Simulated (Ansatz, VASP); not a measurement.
# BiTe in VASP and in Ansatz

Contents of INCAR:

```
  ALGO = Normal
  EDIFF = 1E-6
  ENCUT = 520
  GGA = PE
  ISIF = 2
  ISMEAR = 0
  LASPH = True
  LCHARG = True
  LELF = True
  LREAL = False
  LVHAR = True
  LWAVE = False
  NBANDS = 18
  NELM = 80
  PREC = Accurate
  SIGMA = 0.1
```

KPOINTS

```
k-points
0
Gamma
  12 12 12
```

The input POSCAR:

```
BiTe
1.0
    0.0000000000      3.2833862967      3.2833862967
    3.2833862967      0.0000000000      3.2833862967
    3.2833862967      3.2833862967      0.0000000000
Bi Te
1 1
Direct
    0.0000000000      0.0000000000      0.0000000000
    0.5000000000      0.5000000000      0.5000000000
```

Input for Ansatz:

```yaml
crystal:
  lattice:
    - [0.0, 3.2833862967, 3.2833862967]
    - [3.2833862967, 0.0, 3.2833862967]
    - [3.2833862967, 3.2833862967, 0.0]
  atoms:
    - { symbol: Bi, position: [0.0, 0.0, 0.0] }
    - { symbol: Te, position: [0.5, 0.5, 0.5] }
basis:
  ecutwfc: 420
kpoints:
  mp_grid: { grid: [12, 12, 12] }
hamiltonian:
  xc: pbe
scf:
  occupations: { method: gaussian, width: 0.1 }
output:
  forces: true
  stress: true
  eigenvalues: true
```

Alike in both runs: task single point; functional PBE; k mesh 12 × 12 × 12; occupations gaussian, width 0.1 eV; no spin polarisation.

|  | VASP | Ansatz |
| --- | --- | --- |
| version | VASP 6.6.1 | Ansatz 0.2.0 |
| potentials or method | VASP PAW PBE potentials, release 64 (Bi_d, Te), cutoff 520 eV | scalar-relativistic, plane waves, PAW |
| valence electrons in the cell | 21 | 31 |

```csv
,VASP,Ansatz,Ansatz less VASP
gap on the k mesh at the Fermi level (eV),none,none,-
pressure (GPa),-1.4,-1.3,+0.07
```

A gap of «none» marks a metal or a gap that the smearing closes. VASP's potentials hold 21 valence electrons a cell and Ansatz's 31, so a difference there can come from the potentials and not from the codes.

Neither program's run includes spin-orbit coupling.
